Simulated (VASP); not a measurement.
# CaSe (Fm-3m) in VASP: notebook

CaSe is run at these levels: PBEsol, LDA; tasks: single point.

Program: VASP 6.6.1. These are calculated values, not measurements. Logs are shortened: lines on timing, memory, paths and dates and some standing lists are left out, and cuts for length are marked.

### 1 The cell of the first run

The structure is cubic, space group Fm-3m (No. 225). The conventional cell has a = 5.912 Å, b = 5.912 Å, c = 5.912 Å, α = 90.00°, β = 90.00°, γ = 90.00°. Within 3.9 Å of Se (site symmetry m-3m) lie 6 Ca at 2.96 Å. Within 3.9 Å of Ca (site symmetry m-3m) lie 6 Se at 2.96 Å.

### 2 Single point, PBEsol, non-collinear spin, zero start, spin-orbit coupling

Input file INCAR:

```
SYSTEM = CaSe
ALGO = Normal ; EDIFF = 1E-6
ENCUT = 520 ; GGA = PS
GGA_COMPAT = .False. ; ISIF = 2
ISMEAR = -1 ; LASPH = .True.
LCHARG = .True. ; LORBIT = 11
LORBMOM = .True. ; LREAL = .False.
LSORBIT = .True. ; LVHAR = .True.
LWAVE = .False. ; MAGMOM = 0 0 0 0 0 0
NBANDS = 28 ; NELM = 150
PREC = Accurate ; SIGMA = 0.05
```

Input file KPOINTS:

```
k-points
0
Gamma
  6 6 6
  0 0 0
```

Input file POSCAR:

```
CaSe
1.0
    0.0000000000      2.9560000000      2.9560000000
    2.9560000000      0.0000000000      2.9560000000
    2.9560000000      2.9560000000      0.0000000000
Se Ca
1 1
Direct
    0.5000000000      0.5000000000      0.5000000000
    0.0000000000      0.0000000000      0.0000000000
```

Potentials or basis: VASP PAW PBE potentials, release 64 (Se, Ca_sv).

Run with:

```bash
cat potpaw_PBE.64/Se/POTCAR potpaw_PBE.64/Ca_sv/POTCAR > POTCAR
mpirun -np 1 vasp_ncl > vasp.out
```

OUTCAR:

```text
SYSTEM = CaSe
   EDIFF = 1E-6
   ENCUT = 520
   GGA = PS
   ISIF = 2
   ISMEAR = -1
   LASPH = .True.
   LORBIT = 11
   LREAL = .False.
   LSORBIT = .True.
   NELM = 150
   PREC = Accurate

 ion  position               nearest neighbor table
   1  0.500  0.500  0.500-   2 2.96   2 2.96   2 2.96   2 2.96   2 2.96   2 2.96
   2  0.000  0.000  0.000-   1 2.96   1 2.96   1 2.96   1 2.96   1 2.96   1 2.96

  LATTYP: Found a face centered cubic cell.
 ALAT       =     5.9120000000

  Lattice vectors:

 A1 = (   0.0000000000,   2.9560000000,   2.9560000000)
 A2 = (   2.9560000000,   0.0000000000,   2.9560000000)
 A3 = (   2.9560000000,   2.9560000000,   0.0000000000)

Analysis of symmetry for initial positions (statically):
=====================================================================
 Subroutine PRICEL returns:
 Original cell was already a primitive cell.

 Routine SETGRP: Setting up the symmetry group for a
 face centered cubic supercell.

 Subroutine GETGRP returns: Found 48 space group operations
 (whereof 48 operations were pure point group operations)
 out of a pool of 48 trial point group operations.

The static configuration has the point symmetry O_h .

Analysis of symmetry for dynamics (positions and initial velocities):
=====================================================================
 Subroutine PRICEL returns:
 Original cell was already a primitive cell.

 Routine SETGRP: Setting up the symmetry group for a
 face centered cubic supercell.

 Subroutine GETGRP returns: Found 48 space group operations
 (whereof 48 operations were pure point group operations)
 out of a pool of 48 trial point group operations.

The dynamic configuration has the point symmetry O_h .

Analysis of structural, dynamic, and magnetic symmetry:
=====================================================================
 Subroutine PRICEL returns:
 Original cell was already a primitive cell.

 Routine SETGRP: Setting up the symmetry group for a
 face centered cubic supercell.

 Subroutine GETGRP returns: Found 48 space group operations
 (whereof 48 operations were pure point group operations)
 out of a pool of 48 trial point group operations.

The overall configuration has the point symmetry O_h .

 Subroutine INISYM returns: Found 48 space group operations
 (whereof 48 operations are pure point group operations),
 and found     1 'primitive' translations
[... 660 lines left out ...]
      2.95600      2.95600      2.95600         0.000000      0.000000      0.000000
      0.00000      0.00000      0.00000        -0.000000      0.000000     -0.000000
 -----------------------------------------------------------------------------------
    total drift:                                0.000000     -0.000000     -0.000000

  FREE ENERGIE OF THE ION-ELECTRON SYSTEM (eV)
  ---------------------------------------------------
  free  energy   TOTEN  =       -10.0915615579 eV

  energy  without entropy=      -10.0915615571  energy(sigma->0) =      -10.09156156

 orbital moment (x)

 # of ion     p       d       tot
 ----------------------------------------
  1         0.000  -0.000  -0.000
  2         0.000   0.000   0.000
 ----------------------------------------
            0.000   0.000   0.000

 orbital moment (y)

 # of ion     p       d       tot
 ----------------------------------------
  1         0.000   0.000   0.000
  2         0.000  -0.000  -0.000
 ----------------------------------------
            0.000  -0.000  -0.000

 orbital moment (z)

 # of ion     p       d       tot
 ----------------------------------------
  1         0.000  -0.000  -0.000
  2         0.000   0.000   0.000
 ----------------------------------------
            0.000  -0.000  -0.000

 Spin-Orbit-Coupling matrix elements

 Ion:    1  E_soc:     -0.0358625
 l=   1
     0.0000000    -0.0059767    -0.0059767
    -0.0059767     0.0000000    -0.0059767
    -0.0059767    -0.0059767     0.0000000
 l=   2
     0.0000000    -0.0000004     0.0000000    -0.0000004     0.0000000
    -0.0000004     0.0000000     0.0000000    -0.0000004     0.0000000
     0.0000000     0.0000000     0.0000000     0.0000000     0.0000000
    -0.0000004    -0.0000004     0.0000000     0.0000000     0.0000000
     0.0000000     0.0000000     0.0000000     0.0000000     0.0000000
 l=   3
     0.0000000     0.0000000     0.0000000     0.0000000     0.0000000     0.0000000     0.0000000
     0.0000000     0.0000000     0.0000000     0.0000000     0.0000000     0.0000000     0.0000000
     0.0000000     0.0000000     0.0000000     0.0000000     0.0000000     0.0000000     0.0000000
     0.0000000     0.0000000     0.0000000     0.0000000     0.0000000     0.0000000     0.0000000
     0.0000000     0.0000000     0.0000000     0.0000000     0.0000000     0.0000000     0.0000000
     0.0000000     0.0000000     0.0000000     0.0000000     0.0000000     0.0000000     0.0000000
     0.0000000     0.0000000     0.0000000     0.0000000     0.0000000     0.0000000     0.0000000

 Ion:    2  E_soc:     -0.0060504
 l=   1
     0.0000000    -0.0009967    -0.0009967
    -0.0009967     0.0000000    -0.0009967
    -0.0009967    -0.0009967     0.0000000
 l=   2
     0.0000000     0.0000012     0.0000000     0.0000012    -0.0000129
     0.0000012     0.0000000    -0.0000097     0.0000012    -0.0000032
     0.0000000    -0.0000097     0.0000000    -0.0000097     0.0000000
     0.0000012     0.0000012    -0.0000097     0.0000000    -0.0000032
    -0.0000129    -0.0000032     0.0000000    -0.0000032     0.0000000
 l=   3
     0.0000000     0.0000000     0.0000000     0.0000000     0.0000000     0.0000000     0.0000000
     0.0000000     0.0000000     0.0000000     0.0000000     0.0000000     0.0000000     0.0000000
     0.0000000     0.0000000     0.0000000     0.0000000     0.0000000     0.0000000     0.0000000
     0.0000000     0.0000000     0.0000000     0.0000000     0.0000000     0.0000000     0.0000000
     0.0000000     0.0000000     0.0000000     0.0000000     0.0000000     0.0000000     0.0000000
     0.0000000     0.0000000     0.0000000     0.0000000     0.0000000     0.0000000     0.0000000
     0.0000000     0.0000000     0.0000000     0.0000000     0.0000000     0.0000000     0.0000000

 total charge

# of ion       s       p       d       tot
------------------------------------------
    1        1.432   2.477   0.005   3.915
    2        2.033   5.850   0.242   8.126
--------------------------------------------------
tot          3.465   8.328   0.248  12.040

 magnetization (x)

# of ion       s       p       d       tot
------------------------------------------
    1        0.000   0.000  -0.000  -0.000
    2        0.000   0.000   0.000   0.000
--------------------------------------------------
tot          0.000   0.000  -0.000   0.000

 magnetization (y)

# of ion       s       p       d       tot
------------------------------------------
    1        0.000   0.000  -0.000  -0.000
    2        0.000  -0.000  -0.000   0.000
--------------------------------------------------
tot          0.000  -0.000  -0.000   0.000

 magnetization (z)

# of ion       s       p       d       tot
------------------------------------------
    1        0.000   0.000  -0.000  -0.000
    2        0.000   0.000   0.000   0.000
--------------------------------------------------
tot          0.000   0.000  -0.000   0.000
```

stdout:

```text
POSCAR found type information on POSCAR SeCa
 POSCAR found :  2 types and       2 ions
 scaLAPACK will be used
 -----------------------------------------------------------------------------
|                                                                             |
|                                                                             |
|     You enforced a specific xc type in the INCAR file but a different       |
|     I HOPE YOU KNOW WHAT YOU ARE DOING!                                     |
|                                                                             |
 -----------------------------------------------------------------------------

 LDA part: xc-table for (Slater+PW92), standard interpolation
 POSCAR, INCAR and KPOINTS ok, starting setup
 FFT: planning ... GRIDC
 FFT: planning ... GRID_SOFT
 FFT: planning ... GRID
 WAVECAR not read
 entering main loop
```

Run time: 44 s. Hardware: 1 thread of Intel Xeon Platinum 8375C at 2.90GHz (Ice Lake), shared host; peak memory 0.31 GiB.

Results:

* Free energy: -10.0916 eV
* Pressure: -0.9 GPa
* Net moment: 0.00 μB per cell
* Valence electrons inside the program's atomic spheres: Se 3.92; Ca 8.13

Moments on the atoms (μB; x, y, z):
```
Se  0.00 0.00 0.00
Ca  0.00 0.00 0.00
```

Caveat: the PAW data sets were made with another functional, which shifts forces and pressure a little.

### 3 Single point, LDA (volume scaled by 0.94)

Input file INCAR:

```
PREC = Accurate ; ENCUT = 520
EDIFF = 1E-6 ; ISMEAR = -1
SIGMA = 0.05 ; LREAL = False
LASPH = True ; NELM = 60
ALGO = Normal ; ISIF = 2
LWAVE = False ; LCHARG = False
NBANDS = 15
```

Input file KPOINTS:

```
Automatic mesh
0
Gamma
  8 8 8
```

Input file POSCAR:

```
CaSe
1.0
    0.0000000000      2.8956565374      2.8956565374
    2.8956565374      0.0000000000      2.8956565374
    2.8956565374      2.8956565374      0.0000000000
Se Ca
1 1
Direct
    0.5000000000      0.5000000000      0.5000000000
    0.0000000000      0.0000000000      0.0000000000
```

Potentials or basis: VASP PAW LDA potentials, release 64 (Se, Ca_sv).

Run with:

```bash
cat potpaw_LDA.64/Se/POTCAR potpaw_LDA.64/Ca_sv/POTCAR > POTCAR
mpirun -np 1 vasp_std > vasp.out
```

Wall time 21 s (1 thread of AMD EPYC 7R13 (Zen 3), shared host); peak memory 0.13 GiB.

Results (log left out):

* Free energy: -10.5836 eV
* Pressure: 0.3 GPa
* Band gap on the k mesh: 1.70 eV, indirect (least direct gap 2.70 eV)

Levels at points of the mesh, in eV from the valence-band top:
```
           k point  band 4  band 5  band 6  band 7  band 8  band 9  band 10  band 11  band 12  band 13
(0.00, 0.00, 0.00)  -20.40  -12.07    0.00    0.00    0.00    3.46     3.51     3.51     3.51     4.18
(0.50, 0.00, 0.00)  -20.41  -11.23   -3.60   -1.37   -1.37    4.48     5.49     5.50     5.50     7.82
(0.50, 0.50, 0.00)  -20.45  -11.42   -2.71   -1.00   -1.00    1.70     5.03     5.13     6.09     6.09
```

### 4 Single point, LDA (volume scaled by 0.98)

Input file INCAR:

```
PREC     = Accurate       # precision mode
ENCUT    = 520            # plane-wave cutoff, eV
EDIFF    = 1E-6           # SCF threshold, eV
ISMEAR   = -1             # smearing method
SIGMA    = 0.05           # smearing width, eV
LREAL    = F              # projectors in reciprocal space
LASPH    = T              # aspherical terms in the spheres
NELM     = 100            # most SCF steps
ALGO     = Normal         # electronic algorithm
ISIF     = 2              # what is computed and relaxed
LWAVE    = F              # write WAVECAR
LCHARG   = F              # write CHGCAR
NBANDS   = 15             # bands
```

KPOINTS is that of step 3.

Input file POSCAR:

```
CaSe
1.0
    0.0000000000      2.9361604760      2.9361604760
    2.9361604760      0.0000000000      2.9361604760
    2.9361604760      2.9361604760      0.0000000000
Se Ca
1 1
Direct
    0.5000000000      0.5000000000      0.5000000000
    0.0000000000      0.0000000000      0.0000000000
```

Run with:

```bash
cat potpaw_LDA.64/Se/POTCAR potpaw_LDA.64/Ca_sv/POTCAR > POTCAR
mpirun -np 1 vasp_std > vasp.out
```

Wall time 24 s (1 thread of AMD EPYC 7R13 (Zen 3), shared host); peak memory 0.13 GiB.

It converged, with:

| Property | Result |
| --- | --- |
| Free energy | -10.5727 eV |
| Pressure | -1.9 GPa |
| Band gap on the k mesh | 1.81 eV, indirect (least direct gap 2.77 eV) |

Levels at points of the mesh, in eV from the valence-band top:
```csv
k point,band 6,band 7,band 8,band 9,band 10,band 11
"(0.00, 0.00, 0.00)",0.00,0.00,0.00,3.22,3.54,3.54
"(0.50, 0.00, 0.00)",-3.43,-1.28,-1.28,4.41,5.38,5.40
"(0.50, 0.50, 0.00)",-2.60,-0.96,-0.96,1.81,4.94,4.97
```

### 5 Single point, LDA (volume scaled by 1.02)

Input file INCAR:

```
SYSTEM = CaSe
ALGO = Normal
EDIFF = 1E-6
ENCUT = 520
GGA = CA
ISIF = 2
ISMEAR = -1
LASPH = .TRUE.
LCHARG = .FALSE.
LREAL = .FALSE.
LWAVE = .FALSE.
NBANDS = 15
NELM = 80
PREC = Accurate
SIGMA = 0.05
```

Input file KPOINTS:

```
k-points
0
G
  8 8 8
  0 0 0
```

Input file POSCAR:

```
CaSe
1.0
    0.0000000000      2.9755767295      2.9755767295
    2.9755767295      0.0000000000      2.9755767295
    2.9755767295      2.9755767295      0.0000000000
Se Ca
1 1
Direct
    0.5000000000      0.5000000000      0.5000000000
    0.0000000000      0.0000000000      0.0000000000
```

Run with:

```bash
cat potpaw_LDA.64/Se/POTCAR potpaw_LDA.64/Ca_sv/POTCAR > POTCAR
mpirun -np 1 vasp_std > vasp.out
```

Wall time 37 s (1 thread of AMD EPYC 7R13 (Zen 3), shared host); peak memory 0.13 GiB.

The run converged. Its results:

```yaml
Free_energy: -10.5359 eV
Pressure: -3.7 GPa
Band_gap_on_the_k_mesh: 1.91 eV, indirect (least direct gap 2.83 eV)
```

Levels at points of the mesh, in eV from the valence-band top:
```tsv
k point	band 6	band 7	band 8	band 9	band 10	band 11
(0.00, 0.00, 0.00)	0.00	0.00	0.00	3.01	3.55	3.55
(0.50, 0.00, 0.00)	-3.28	-1.19	-1.19	4.34	5.27	5.30
(0.50, 0.50, 0.00)	-2.50	-0.93	-0.93	1.91	4.76	4.90
```

 A k mesh can miss the band edges.

### 6 Single point, LDA (volume scaled by 1.04)

Input file INCAR:

```
SYSTEM = CaSe
PREC     = Accurate       ! precision mode
ENCUT    = 520            ! plane-wave cutoff, eV
EDIFF    = 1E-6           ! SCF threshold, eV
ISMEAR   = -1             ! smearing method
SIGMA    = 0.05           ! smearing width, eV
LREAL    = .False.        ! projectors in reciprocal space
LASPH    = .True.         ! aspherical terms in the spheres
NELM     = 60             ! most SCF steps
ALGO     = Normal         ! electronic algorithm
ISIF     = 2              ! what is computed and relaxed
LWAVE    = .False.        ! write WAVECAR
LCHARG   = .False.        ! write CHGCAR
NBANDS   = 15             ! bands
```

Input file KPOINTS:

```
regular mesh
0
Gamma
  8 8 8
  0 0 0
```

Input file POSCAR:

```
CaSe
1.0
    0.0000000000      2.9948991977      2.9948991977
    2.9948991977      0.0000000000      2.9948991977
    2.9948991977      2.9948991977      0.0000000000
Se Ca
1 1
Direct
    0.5000000000      0.5000000000      0.5000000000
    0.0000000000      0.0000000000      0.0000000000
```

Potentials or basis: VASP PAW LDA potentials, release 64 (Se, Ca_sv).

Run with:

```bash
cat potpaw_LDA.64/Se/POTCAR potpaw_LDA.64/Ca_sv/POTCAR > POTCAR
mpirun -np 1 vasp_std > vasp.out
```

Wall time 32 s (1 thread of AMD EPYC 7R13 (Zen 3), shared host); peak memory 0.13 GiB.

The run converged. Its results:

| Quantity | Value |
| --- | --- |
| Free energy | -10.5094 eV |
| Pressure | -4.5 GPa |
| Band gap on the k mesh | 1.95 eV, indirect (least direct gap 2.86 eV) |

Levels at points of the mesh, in eV from the valence-band top:
```csv
k point,band 4,band 5,band 6,band 7,band 8,band 9,band 10,band 11,band 12,band 13
"(0.00, 0.00, 0.00)",-20.67,-11.71,0.00,0.00,0.00,2.91,3.56,3.56,3.56,4.13
"(0.50, 0.00, 0.00)",-20.68,-11.08,-3.20,-1.15,-1.15,4.31,5.22,5.26,5.26,7.21
"(0.50, 0.50, 0.00)",-20.70,-11.18,-2.45,-0.91,-0.91,1.95,4.67,4.86,5.74,5.77
```

 A k mesh can miss the band edges.

### 7 Summary

```tsv
level	potentials or basis	spin	cell	k mesh	gap on the mesh (eV)	pressure (GPa)
PBEsol	VASP PAW PBE potentials, release 64 (Se, Ca_sv)	non-collinear, zero start, SOC	a = 4.180 Å, angles 60.0°, 2 atoms	6 × 6 × 6	-	-0.9
LDA	VASP PAW LDA potentials, release 64 (Se, Ca_sv)	off	a = 4.095 Å, angles 60.0°, 2 atoms	8 × 8 × 8	1.70	0.3
LDA	VASP PAW LDA potentials, release 64 (Se, Ca_sv)	off	a = 4.152 Å, angles 60.0°, 2 atoms	8 × 8 × 8	1.81	-1.9
LDA	VASP PAW LDA potentials, release 64 (Se, Ca_sv)	off	a = 4.208 Å, angles 60.0°, 2 atoms	8 × 8 × 8	1.91	-3.7
LDA	VASP PAW LDA potentials, release 64 (Se, Ca_sv)	off	a = 4.235 Å, angles 60.0°, 2 atoms	8 × 8 × 8	1.95	-4.5
```

Alike in all rows: task single point; cutoff (eV) 520; smearing fermi-dirac 0.05 eV.

Caveats: the PAW data sets were made with another functional, which shifts forces and pressure a little (some runs).

Absolute energies hang on the potentials; compare differences alone.
